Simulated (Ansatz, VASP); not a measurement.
**Two plane-wave programs on ScPbS4**

INCAR

```
PREC = Accurate
ENCUT = 520
EDIFF = 1E-6
ISMEAR = 0
SIGMA = 0.1
LREAL = False
LASPH = True
NELM = 100
ALGO = Normal
ISIF = 2
LWAVE = False
LCHARG = False
GGA = PE
NBANDS = 34
```

File KPOINTS:

```
regular mesh
0
Gamma
  4 4 4
```

File POSCAR:

```
ScPbS4
1.0
    0.0000000000      4.0269862200      4.0269862200
    4.0269862200      0.0000000000      4.0269862200
    4.0269862200      4.0269862200      0.0000000000
Sc Pb S
1 1 4
Direct
    0.7500000000      0.7500000000      0.7500000000
    0.0000000000      0.0000000000      0.0000000000
    0.3750000000      0.3750000000      0.8750000000
    0.3750000000      0.8750000000      0.3750000000
    0.8750000000      0.3750000000      0.3750000000
    0.3750000000      0.3750000000      0.3750000000
```

Input for Ansatz:

```yaml
crystal:
  lattice:
    - [0.0, 4.02698622, 4.02698622]
    - [4.02698622, 0.0, 4.02698622]
    - [4.02698622, 4.02698622, 0.0]
  atoms:
    - { symbol: Sc, position: [0.75, 0.75, 0.75] }
    - { symbol: Pb, position: [0.0, 0.0, 0.0] }
    - { symbol: S, position: [0.375, 0.375, 0.875] }
    - { symbol: S, position: [0.375, 0.875, 0.375] }
    - { symbol: S, position: [0.875, 0.375, 0.375] }
    - { symbol: S, position: [0.375, 0.375, 0.375] }
basis:
  ecutwfc: 420
kpoints:
  mp_grid: { grid: [4, 4, 4] }
hamiltonian:
  xc: pbe
scf:
  occupations: { method: gaussian, width: 0.1 }
  lower_state_search: "off"
output:
  forces: true
  stress: true
  eigenvalues: true
```

Change from the starting cell: species swapped into the MgCu4Sn type (F-43m, No. 216).

Alike in both runs: task single point; functional PBE; k mesh 4 × 4 × 4; occupations gaussian, width 0.1 eV; no spin polarisation.

|  | VASP | Ansatz |
| --- | --- | --- |
| version | VASP 6.6.1 | Ansatz 0.2.0 |
| potentials or method | VASP PAW PBE potentials, release 64 (Sc_sv, Pb_d, S), cutoff 520 eV | scalar-relativistic, plane waves, PAW |
| valence electrons in the cell | 49 | 49 |

|  | VASP | Ansatz | Ansatz less VASP |
| --- | --- | --- | --- |
| gap on the k mesh at the Fermi level (eV) | none | none | - |
| pressure (GPa) | -4.8 | -4.7 | +0.04 |

A gap of «none» marks a metal or a gap that the smearing closes. The functional is the same, so the differences come from potentials, cutoffs and numerics.

Spin-orbit coupling is off throughout.
